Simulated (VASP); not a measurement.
# CuB2: single point with PBE

The system is CuB2.

```xyz
3
Lattice="2.3864 0.0000 0.0000 0.0000 2.3864 0.0000 0.0000 0.0000 4.5561" Properties=species:S:1:pos:R:3 pbc="T T T"
Cu    0.0000    0.0000    0.0000
B     1.1932    1.1932    1.4482
B     1.1932    1.1932    3.1079
```

```json
{
  "Program": "VASP 6.6.1",
  "Task": "single point",
  "Functional": "PBE",
  "Potentials or basis": "VASP PAW PBE potentials, release 64 (Cu, B)",
  "Cutoff": "520 eV",
  "k mesh": "8 × 8 × 4",
  "Occupations": "gaussian, width 0.1 eV",
  "Spin": "no spin polarisation",
  "Dipole correction": "no",
  "Further INCAR settings": "ALGO = Normal; EDIFF = 1e-06; NBANDS = 16"
}
```

```
Pressure      : 0.0 GPa
Largest force : 0.055 eV/Å
```

Forces in eV/Å, atoms in the order of the input:
```
Cu   0.000  0.000  0.000
B    0.000  0.000  0.055
B    0.000  0.000 -0.055
```

Stress tensor (GPa, compression positive):
```
-0.16  0.00  0.00
 0.00 -0.16  0.00
 0.00  0.00  0.34
```

Levels at points of the mesh, in eV from the Fermi level:
```
           k point  band 6  band 7  band 8  band 9  band 10  band 11
(0.00, 0.00, 0.00)   -4.07   -4.07   -3.47    5.05     5.05     9.57
(0.50, 0.00, 0.00)   -4.15   -3.83   -2.59   -2.37     0.97     4.75
(0.50, 0.50, 0.00)   -3.72   -2.98   -2.84    2.04     2.78     3.20
(0.00, 0.00, 0.50)   -4.10   -3.47   -2.69    5.35     6.03     6.03
(0.50, 0.00, 0.50)   -4.85   -4.37   -3.83   -1.57     2.83     7.32
(0.50, 0.50, 0.50)   -2.84   -1.30   -1.30   -0.72    -0.72     2.29
```

Wall time 16 s on 1 thread of Intel(R) Xeon(R) Platinum 8259CL CPU @ 2.50GHz (Skylake/Cascade Lake), on a shared host, peak memory 0.14 GiB.
